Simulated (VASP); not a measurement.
Set up this calculation in VASP 6.6.1, as the native input.

```
Task                   : single point
Functional             : LDA
Potentials or basis    : VASP PAW LDA potentials, release 64 (Pd)
Cutoff                 : 520 eV
k mesh                 : 12 × 12 × 12
Occupations            : fermi-dirac, width 0.05 eV
Spin                   : no spin polarisation
Dipole correction      : no
Further INCAR settings : ALGO = Normal; EDIFF = 1e-07; NBANDS = 11
```

The structure of Pd lies in POSCAR:

```
Pd
1.0
   -1.6031178681      1.6031178681      1.6031178681
    1.6031178681     -1.6031178681      1.6031178681
    1.6031178681      1.6031178681     -1.6031178681
Pd
1
Direct
    0.0000000000      0.0000000000      0.0000000000
```

This cell differs from its parent crystal: volume scaled by 1.06.

These files were run (other wordings do the same):

INCAR

```
SYSTEM = Pd
PREC = Accurate ; ENCUT = 520
EDIFF = 1E-7 ; ISMEAR = -1
SIGMA = 0.05 ; LREAL = .FALSE.
LASPH = .TRUE. ; NELM = 100
ALGO = Normal ; ISIF = 2
LWAVE = .FALSE. ; LCHARG = .FALSE.
NBANDS = 11
```

KPOINTS

```
Automatic mesh
0
G
  12 12 12
  0 0 0
```

Potentials or basis: VASP PAW LDA potentials, release 64 (Pd).

Command:

```bash
$ cat potpaw_LDA.64/Pd/POTCAR > POTCAR
$ mpirun -np 1 vasp_std > vasp.out
```

It gave:

- Pressure: -21.6 GPa
- Band gap on the k mesh: zero (band 5 reaches 8.30 eV, above the bottom of band 6 at 6.92 eV)

Run time: 5.4 s on 1 thread of Intel(R) Xeon(R) Platinum 8488C (Sapphire Rapids) (shared host), peak memory 0.13 GiB.
